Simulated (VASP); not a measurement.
Runs of VASP 6.6.1 on KCl (Sylvite). The structure is that of space group Fm-3m (No. 225), or close to it. The cells are those of the table. 

```csv
task,cell,cutoff (eV),gap on the mesh (eV),pressure (GPa)
single point,"a = 4.510 Å, angles 60.0°, 2 atoms",520,5.05,0.0
single point,"a = 4.371 Å, angles 60.0°, 2 atoms",520,5.38,2.0
relaxation of cell and atoms,"relaxed from a = 4.450 Å, angles 60.0°, 2 atoms",600,5.04,0.0
single point,"a = 4.599 Å, angles 60.0°, 2 atoms",520,4.86,(a)
single point,"a = 4.656 Å, angles 60.0°, 2 atoms",520,(b),-1.2
single point,"a = 4.418 Å, angles 60.0°, 2 atoms",520,(c),1.2
```

Alike in all rows: level PBE; potentials or basis VASP PAW PBE potentials, release 64 (K_sv, Cl); no spin polarisation; k mesh 6 × 6 × 6; smearing gaussian 0.02 eV.

Question: Fill in the values left out.

Answer: (a) -0.8; (b) 4.75; (c) 5.26.

